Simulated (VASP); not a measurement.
# KCl in VASP: a series of runs

KCl is run at these levels: PBE; tasks: single point.

Everything below comes from runs of VASP 6.6.1. Logs are shortened: lines on timing, memory, paths and dates and some standing lists are left out, and cuts for length are marked.

## (1) The cell of the first run

The cell holds a slab with vacuum, 4 atoms: a = 4.450 Å, b = 4.450 Å, c = 15.146 Å, α = 90.00°, β = 90.00°, γ = 90.00°.

## (2) Single point, PBE

INCAR reads:

```
ALGO = Normal
DIPOL = 0.5 0.5 0.500
EDIFF = 1E-6
ENCUT = 520
GGA = PE
IDIPOL = 3
ISIF = 2
ISMEAR = 1
LASPH = True
LCHARG = True
LDIPOL = True
LELF = True
LREAL = False
LVACPOTAV = True
LVHAR = True
LWAVE = False
NBANDS = 24
NELM = 60
PREC = Accurate
SIGMA = 0.15
```

KPOINTS reads:

```
k-points
0
Gamma
  3 3 1
```

POSCAR reads:

```
KCl
1.0
    4.4497805476      0.0000000000      0.0000000000
    0.0000000000      4.4497805476      0.0000000000
    0.0000000000      0.0000000000     15.1464700000
K Cl
2 2
Direct
    0.0000000000      0.0000000000      0.3961319040
    0.5000000000      0.5000000000      0.6038680960
    0.5000000000      0.5000000000      0.3961319040
    1.0000000000      0.0000000000      0.6038680960
```

Potentials or basis: VASP PAW PBE potentials, release 64 (K_sv, Cl).

On the command line:

```console
cat potpaw_PBE.64/K_sv/POTCAR potpaw_PBE.64/Cl/POTCAR > POTCAR
mpirun -np 1 vasp_std > vasp.out
```

OUTCAR:

```text
EDIFF = 1E-6
   ENCUT = 520
   GGA = PE
   ISIF = 2
   ISMEAR = 1
   LASPH = True
   LREAL = False
   NELM = 60
   PREC = Accurate

 ion  position               nearest neighbor table
   1  0.000  0.000  0.396-   3 3.15   3 3.15   3 3.15   3 3.15   4 3.15
   2  0.500  0.500  0.604-   4 3.15   4 3.15   4 3.15   4 3.15   3 3.15
   3  0.500  0.500  0.396-   1 3.15   1 3.15   1 3.15   1 3.15   2 3.15
   4  0.000  0.000  0.604-   2 3.15   2 3.15   2 3.15   2 3.15   1 3.15

  LATTYP: Found a simple tetragonal cell.
 ALAT       =     4.4497805476
 C/A-ratio  =     3.4038689859

  Lattice vectors:

 A1 = (   4.4497805476,   0.0000000000,   0.0000000000)
 A2 = (   0.0000000000,   4.4497805476,   0.0000000000)
 A3 = (   0.0000000000,   0.0000000000,  15.1464700000)

Analysis of symmetry for initial positions (statically):
=====================================================================
 Subroutine PRICEL returns:
 Original cell was already a primitive cell.

 Routine SETGRP: Setting up the symmetry group for a
 simple tetragonal supercell.

 Subroutine GETGRP returns: Found 16 space group operations
 (whereof  8 operations were pure point group operations)
 out of a pool of 16 trial point group operations.

The static configuration has the point symmetry C_4v.
 The point group associated with its full space group is D_4h.

Analysis of symmetry for dynamics (positions and initial velocities):
=====================================================================
 Subroutine PRICEL returns:
 Original cell was already a primitive cell.

 Routine SETGRP: Setting up the symmetry group for a
 simple tetragonal supercell.

 Subroutine GETGRP returns: Found 16 space group operations
 (whereof  8 operations were pure point group operations)
 out of a pool of 16 trial point group operations.

The dynamic configuration has the point symmetry C_4v.
 The point group associated with its full space group is D_4h.

 Subroutine INISYM returns: Found 16 space group operations
 (whereof  8 operations are pure point group operations),
 and found     1 'primitive' translations

----------------------------------------------------------------------------------------

                                     Primitive cell

  volume of cell :     299.9084

  direct lattice vectors                    reciprocal lattice vectors
     4.449780548  0.000000000  0.000000000     0.224730184  0.000000000  0.000000000
     0.000000000  4.449780548  0.000000000     0.000000000  0.224730184  0.000000000
     0.000000000  0.000000000 15.146470000     0.000000000  0.000000000  0.066021984

  length of vectors
     4.449780548  4.449780548 15.146470000     0.224730184  0.224730184  0.066021984

  position of ions in fractional coordinates (direct lattice)
     0.000000000  0.000000000  0.396131904
     0.500000000  0.500000000  0.603868096
     0.500000000  0.500000000  0.396131904
     0.000000000  0.000000000  0.603868096

  ion indices of the primitive-cell ions
   primitive index   ion index
                 1           1
                 2           2
                 3           3
                 4           4

----------------------------------------------------------------------------------------

 KPOINTS: k-points

Automatic generation of k-mesh.
 Grid dimensions read from file:
 generate k-points for:    3    3    1

 Generating k-lattice:

  Cartesian coordinates                     Fractional coordinates (reciprocal lattice)
     0.074910061  0.000000000  0.000000000     0.333333333  0.000000000  0.000000000
     0.000000000  0.074910061  0.000000000     0.000000000  0.333333333  0.000000000
     0.000000000  0.000000000  0.066021984     0.000000000  0.000000000  1.000000000

  Length of vectors
     0.074910061  0.074910061  0.066021984

  Shift w.r.t. Gamma in fractional coordinates (k-lattice)
     0.000000000  0.000000000  0.000000000

 Subroutine IBZKPT returns following result:
 ===========================================

 Found      3 irreducible k-points:

 Following reciprocal coordinates:
            Coordinates               Weight
  0.000000  0.000000  0.000000      1.000000
  0.333333  0.000000  0.000000      4.000000
  0.333333  0.333333  0.000000      4.000000
   k-points           NKPTS =      3   k-points in BZ     NKDIM =      3   number of bands    NBANDS=     24
   number of dos      NEDOS =    301   number of ions     NIONS =      4
   total plane-waves  NPLWV = 155520
   dimension x,y,z NGX =    36 NGY =   36 NGZ =  120
   dimension x,y,z NGXF=    72 NGYF=   72 NGZF=  240
   ions per type =               2   2
   NGX,Y,Z   is equivalent  to a cutoff of  13.45, 13.45, 13.17 a.u.
   NGXF,Y,Z  is equivalent  to a cutoff of  26.90, 26.90, 26.34 a.u.
 SYSTEM =  unknown system
   PREC   = accura    normal or accurate (medium, high low for compatibility)
   ISTART =      0    job   : 0-new  1-cont  2-samecut
   ICHARG =      2    charge: 1-file 2-atom 10-const
   ISPIN  =      1    spin polarized calculation?
   LNONCOLLINEAR =      F non collinear calculations
   LSORBIT =      F    spin-orbit coupling
   LASPH  =      T    aspherical Exc in radial PAW
   ENCUT  =  520.0 eV  38.22 Ry    6.18 a.u.   8.27  8.27 28.16*2*pi/ulx,y,z
   NELM   =     60;   NELMIN=  2; NELMDL= -5     # of ELM steps
   EDIFF  = 0.1E-05   stopping-criterion for ELM
   LREAL  =      F    real-space projection
   EDIFFG = 0.1E-04   stopping-criterion for IOM
   NSW    =      0    number of steps for IOM
   IBRION =     -1    ionic relax: 0-MD 1-quasi-New 2-CG
   NFREE  =      0    steps in history (QN), initial steepest desc. (CG)
   ISIF   =      2    stress and relaxation
   ISYM   =      2    0-nonsym 1-usesym 2-fastsym
   POTIM  = 0.5000    time-step for ionic-motion
   TEBEG  =    0.0;   TEEND  =   0.0 temperature during run
   PSTRESS=    0.0 pullay stress
   NELECT =      32.0000    total number of electrons
   NUPDOWN=      -1.0000    fix difference up-down
   EMIN   =  10.00;   EMAX   =-10.00  energy-range for DOS
   EFERMI =   0.00;   METHOD = LEGACY
   ISMEAR =     1;   SIGMA  =   0.15  broadening in eV -4-tet -1-fermi 0-gaus
   EFERMI_NEDOS =   21; number of points for ismear=-14 and -15
   IALGO  =     38    algorithm
   IMIX   =      4    mixing-type and parameters
     AMIX     =   0.40;   BMIX     =  1.00
     AMIX_MAG =   1.60;   BMIX_MAG =  1.00
  volume/ion in A,a.u.               =      74.98       505.97
  Fermi-wavevector in a.u.,A,eV,Ry     =   0.776477  1.467329  8.203178  0.602917
  Thomas-Fermi vector in A             =   1.878963
   LORBIT       =      0    0 simple, 1 ext, 2 COOP (PROOUT), +10 PAW based schemes
   GGA     = PE    functional components
   LHFCALC =     F    Hartree Fock is set to
   AEXX    =    0.0000 exact exchange contribution
   IVDW    =     0    specifies the selected vdW correction
   LEPSILON=     F    determine dielectric tensor
   LRPA    =     F    only Hartree local field effects (RPA)
 non-spin polarized calculation
 Methfessel and Paxton  Order N= 1 SIGMA  =   0.15
  energy-cutoff  :      520.00
  volume of cell :      299.91
 maximum number of plane-waves:      8149
 NGX is ok and might be reduce to    36

 number of electron      31.9999994 magnetization

 dipolmoment           0.000000      0.000000     -0.000000 electrons x Angstroem

 Free energy of the ion-electron system (eV)
  ---------------------------------------------------
  ext. energy  EPLUGINS =         0.00000000
  ---------------------------------------------------
  free energy    TOTEN  =       -13.32056853 eV

  energy without entropy =      -13.35508860  energy(sigma->0) =      -13.33207522

 E-fermi :  -4.2805     XC(G=0):  -3.7392

 val. band max:       -4.3151216111   @ k =   0.0000   0.0000   0.0000
 cond. band min:       0.5552265713   @ k =   0.0000   0.0000   0.0000
 fundamental gap:      4.8703481823
 Fermi energy:        -4.2805087952

 k-point     1 :       0.0000    0.0000    0.0000
  band No.  band energies     occupation
      1     -31.8185      2.00000
      2     -31.8120      2.00000
      3     -16.3415      2.00000
      4     -16.2867      2.00000
      5     -15.3510      2.00000
      6     -15.2918      2.00000
[... 16 lines left out ...]
     23       3.4885      0.00000
     24       4.5700      0.00000

 k-point     2 :       0.3333    0.0000    0.0000
  band No.  band energies     occupation
      1     -31.8142      2.00000
      2     -31.8110      2.00000
      3     -16.4810      2.00000
      4     -16.4584      2.00000
      5     -15.3566      2.00000
      6     -15.3274      2.00000
[... 16 lines left out ...]
     23       4.1459      0.00000
     24       4.7028      0.00000

 k-point     3 :       0.3333    0.3333    0.0000
  band No.  band energies     occupation
      1     -31.8110      2.00000
      2     -31.8094      2.00000
      3     -16.3813      2.00000
      4     -16.3648      2.00000
      5     -15.3483      2.00000
      6     -15.3447      2.00000
[... 16 lines left out ...]
     23       4.4396      0.00000
     24       4.6245      0.00000

------------------------ aborting loop because EDIFF is reached ----------------------------------------

  FORCE on cell =-STRESS in cart. coord.  units (eV):
  Direction    XX          YY          ZZ          XY          YZ          ZX
  --------------------------------------------------------------------------------------
  -------------------------------------------------------------------------------------
  Total       -0.2917184     -0.2917184      0.0302447      0.0000000      0.0000000      0.0000000
  in kB       -1.5584244     -1.5584244      0.1615739      0.0000000      0.0000000      0.0000000
  external PRESSURE =      -0.9850917 kB  Pullay stress =       0.0000000 kB

 VOLUME and BASIS-vectors are now :
 -----------------------------------------------------------------------------
  energy-cutoff  :      520.00
  volume of cell :      299.91
      direct lattice vectors                 reciprocal lattice vectors
     4.449780548  0.000000000  0.000000000     0.224730184  0.000000000  0.000000000
     0.000000000  4.449780548  0.000000000     0.000000000  0.224730184  0.000000000
     0.000000000  0.000000000 15.146470000     0.000000000  0.000000000  0.066021984

 POSITION                                       TOTAL-FORCE (eV/Angst)
 -----------------------------------------------------------------------------------
      0.00000      0.00000      6.00000         0.000000     -0.000000      0.030910
      2.22489      2.22489      9.14647        -0.000000      0.000000     -0.030910
      2.22489      2.22489      6.00000         0.000000      0.000000     -0.052210
      0.00000      0.00000      9.14647         0.000000     -0.000000      0.052210
 -----------------------------------------------------------------------------------
    total drift:                                0.000000      0.000000      0.000000

  FREE ENERGIE OF THE ION-ELECTRON SYSTEM (eV)
  ---------------------------------------------------
  free  energy   TOTEN  =       -13.3205685321 eV

  energy  without entropy=      -13.3550885980  energy(sigma->0) =      -13.33207522

 vacuum level on the upper side and lower side of the slab         1.816         1.816
```

Wall time 69 s (1 thread of Intel Xeon 8259CL, shared host); peak memory 0.38 GiB.

Results:

```
Free energy            : -13.3206 eV
Largest force          : 0.052 eV/Å
Band gap on the k mesh : 4.87 eV
```

Forces on the atoms (eV/Å):
```
K    0.000  0.000  0.031
K    0.000  0.000 -0.031
Cl   0.000  0.000 -0.052
Cl   0.000  0.000  0.052
```

Caveat: the k points lie up to 0.47 Å⁻¹ apart.

## (3) Single point, PBE

This run uses another cell than the first one: it holds 8 atoms, not 4.

INCAR reads:

```
SYSTEM = KCl
ALGO = Normal ; DIPOL = 0.5 0.5 0.500
EDIFF = 1E-6 ; ENCUT = 520
GGA = PE ; IDIPOL = 3
ISIF = 2 ; ISMEAR = 1
LASPH = .True. ; LCHARG = .True.
LDIPOL = .True. ; LELF = .True.
LREAL = .False. ; LVACPOTAV = .True.
LVHAR = .True. ; LWAVE = .False.
NBANDS = 42 ; NELM = 100
PREC = Accurate ; SIGMA = 0.15
```

KPOINTS reads:

```
k-points
0
Gamma
  3 3 1
  0 0 0
```

POSCAR reads:

```
KCl
1.0
    4.4497805476      0.0000000000      0.0000000000
    0.0000000000      4.4497805476      0.0000000000
    0.0000000000      0.0000000000     21.4394100000
K Cl
4 4
Direct
    0.0000000000      0.0000000000      0.2798584476
    0.5000000000      0.5000000000      0.4266194825
    1.0000000000      0.0000000000      0.5733805175
    0.5000000000      0.5000000000      0.7201415524
    0.5000000000      0.5000000000      0.2798584476
    1.0000000000      0.0000000000      0.4266194825
    0.5000000000      0.5000000000      0.5733805175
    1.0000000000      0.0000000000      0.7201415524
```

Potentials or basis: VASP PAW PBE potentials, release 64 (K_sv, Cl).

On the command line:

```console
cat potpaw_PBE.64/K_sv/POTCAR potpaw_PBE.64/Cl/POTCAR > POTCAR
mpirun -np 1 vasp_std > vasp.out
```

OUTCAR:

```text
SYSTEM = KCl
   EDIFF = 1E-6
   ENCUT = 520
   GGA = PE
   ISIF = 2
   ISMEAR = 1
   LASPH = .True.
   LREAL = .False.
   NELM = 100
   PREC = Accurate

 ion  position               nearest neighbor table
   1  0.000  0.000  0.280-   6 3.15   5 3.15   5 3.15   5 3.15   5 3.15
   2  0.500  0.500  0.427-   5 3.15   6 3.15   6 3.15   6 3.15   6 3.15   7 3.15
   3  0.000  0.000  0.573-   8 3.15   7 3.15   7 3.15   7 3.15   7 3.15   6 3.15
   4  0.500  0.500  0.720-   7 3.15   8 3.15   8 3.15   8 3.15   8 3.15
   5  0.500  0.500  0.280-   2 3.15   1 3.15   1 3.15   1 3.15   1 3.15
   6  0.000  0.000  0.427-   1 3.15   2 3.15   2 3.15   2 3.15   2 3.15   3 3.15
[... 331 lines left out ...]
  in kB        1.0549899      1.0549899      2.4711411      0.0000000      0.0000000      0.0000000
  external PRESSURE =       1.5270403 kB  Pullay stress =       0.0000000 kB

 VOLUME and BASIS-vectors are now :
 -----------------------------------------------------------------------------
  energy-cutoff  :      520.00
  volume of cell :      424.51
      direct lattice vectors                 reciprocal lattice vectors
     4.449780548  0.000000000  0.000000000     0.224730184  0.000000000  0.000000000
     0.000000000  4.449780548  0.000000000     0.000000000  0.224730184  0.000000000
     0.000000000  0.000000000 21.439410000     0.000000000  0.000000000  0.046643075

 POSITION                                       TOTAL-FORCE (eV/Angst)
 -----------------------------------------------------------------------------------
      0.00000      0.00000      6.00000         0.000000     -0.000000      0.018677
      2.22489      2.22489      9.14647         0.000000      0.000000     -0.012977
      0.00000      0.00000     12.29294         0.000000     -0.000000      0.012977
      2.22489      2.22489     15.43941         0.000000      0.000000     -0.018677
      2.22489      2.22489      6.00000         0.000000      0.000000     -0.081977
      0.00000      0.00000      9.14647         0.000000      0.000000     -0.029671
      2.22489      2.22489     12.29294         0.000000     -0.000000      0.029671
      0.00000      0.00000     15.43941         0.000000     -0.000000      0.081977
 -----------------------------------------------------------------------------------
    total drift:                                0.000000      0.000000      0.000000

  FREE ENERGIE OF THE ION-ELECTRON SYSTEM (eV)
  ---------------------------------------------------
  free  energy   TOTEN  =       -26.9180045873 eV

  energy  without entropy=      -26.9684546621  energy(sigma->0) =      -26.93482128

 vacuum level on the upper side and lower side of the slab         2.548         2.548
```

stdout:

```text
POSCAR found type information on POSCAR K Cl
 POSCAR found :  2 types and       8 ions
 scaLAPACK will be used
 LDA part: xc-table for (Slater+PW92), standard interpolation
 POSCAR, INCAR and KPOINTS ok, starting setup
 FFT: planning ... GRIDC
 FFT: planning ... GRID_SOFT
 FFT: planning ... GRID
 WAVECAR not read
 entering main loop
 -----------------------------------------------------------------------------
|                                                                             |
|           W    W    AA    RRRRR   N    N  II  N    N   GGGG   !!!           |
|           W    W   A  A   R    R  NN   N  II  NN   N  G    G  !!!           |
|           W    W  A    A  R    R  N N  N  II  N N  N  G       !!!           |
|           W WW W  AAAAAA  RRRRR   N  N N  II  N  N N  G  GGG   !            |
|           WW  WW  A    A  R   R   N   NN  II  N   NN  G    G                |
|           W    W  A    A  R    R  N    N  II  N    N   GGGG   !!!           |
|                                                                             |
|     Did not find any points to average over, which means that no vacuum     |
|     field-free region was found. Please increase the size of  your cell     |
|     in the dimension of the dipole correction to obtain accurate            |
|     workfunction values.                                                    |
|                                                                             |
 -----------------------------------------------------------------------------
```

Run time: 3.4 min. Hardware: 1 thread of Intel Xeon 8259CL, shared host; peak memory 0.47 GiB.

What came out:

```
Free energy            : -26.9180 eV
Largest force          : 0.082 eV/Å
Band gap on the k mesh : 4.96 eV
```

Forces in eV/Å, atoms in the order of the input:
```
K    0.000  0.000  0.019
K    0.000  0.000 -0.013
K    0.000  0.000  0.013
K    0.000  0.000 -0.019
Cl   0.000  0.000 -0.082
Cl   0.000  0.000 -0.030
Cl   0.000  0.000  0.030
Cl   0.000  0.000  0.082
```

Caveat: the k points lie up to 0.47 Å⁻¹ apart.
